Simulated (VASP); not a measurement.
Wanted: the native input for a VASP 6.6.1 run.

```
Task                   : single point
Functional             : LDA
Potentials or basis    : VASP PAW LDA potentials, release 64 (Cu, O, Cr_pv)
Cutoff                 : 600 eV
k mesh                 : 7 × 7 × 7
Occupations            : fermi-dirac, width 0.1 eV
Spin                   : non-collinear spin, typed start, spin-orbit coupling
Starting moments       : [[0.0, -0.288, 0.958], [0.0, 0.0, 0.0], [0.0, 0.0, 0.0], [0.0, -0.865, 2.873]] μB
Dipole correction      : no
Further INCAR settings : ALGO = Normal; EDIFF = 1e-06; NBANDS = 49
```

The structure of CrCuO2 lies in POSCAR:

```
CrCuO2
1.0
    1.4438960017      0.8336616113      5.5790342399
   -1.4438960017      0.8336616113      5.5790342399
    0.0000000000     -1.6672120199      5.5790189565
Cu O Cr
1 2 1
Direct
    0.0000000000      0.0000000000      0.0000000000
    0.1073487230      0.1073487230      0.1073467430
    0.8926512770      0.8926512770      0.8926532570
    0.5000000000      0.5000000000      0.5000000000
```

These files were run (other wordings do the same):

INCAR

```
PREC = Accurate
ENCUT = 600
EDIFF = 1E-6
ISMEAR = -1
SIGMA = 0.1
LREAL = F
LASPH = T
NELM = 200
ALGO = Normal
ISIF = 2
LWAVE = F
LCHARG = T
MAGMOM = 0 -0.288 0.958 0 0 0 0 0 0 0 -0.865 2.873
LORBIT = 11
LSORBIT = T
GGA_COMPAT = F
LORBMOM = T
LMAXMIX = 4
GGA = CA
LVHAR = T
NBANDS = 49
KPAR = 4
```

KPOINTS

```
regular mesh
0
Gamma
  7 7 7
```

Potentials or basis: VASP PAW LDA potentials, release 64 (Cu, O, Cr_pv).

Launch:

```sh
$ cat potpaw_LDA.64/Cu/POTCAR potpaw_LDA.64/O/POTCAR potpaw_LDA.64/Cr_pv/POTCAR > POTCAR
$ mpirun -np 4 vasp_ncl > vasp.out
```

It gave:

The pressure is 5.9 GPa and the largest force is 0.032 eV/Å. The net moment is 2.98 μB per cell. The valence electrons inside the program's atomic spheres are Cu 10.07; O 5.06; Cr 10.96.

Caveat: the k points lie up to 0.36 Å⁻¹ apart.

Wall time 11 min on 4 MPI ranks on Intel(R) Xeon(R) 6975P-C (Granite Rapids), on a shared host, peak memory 1 GiB a rank.
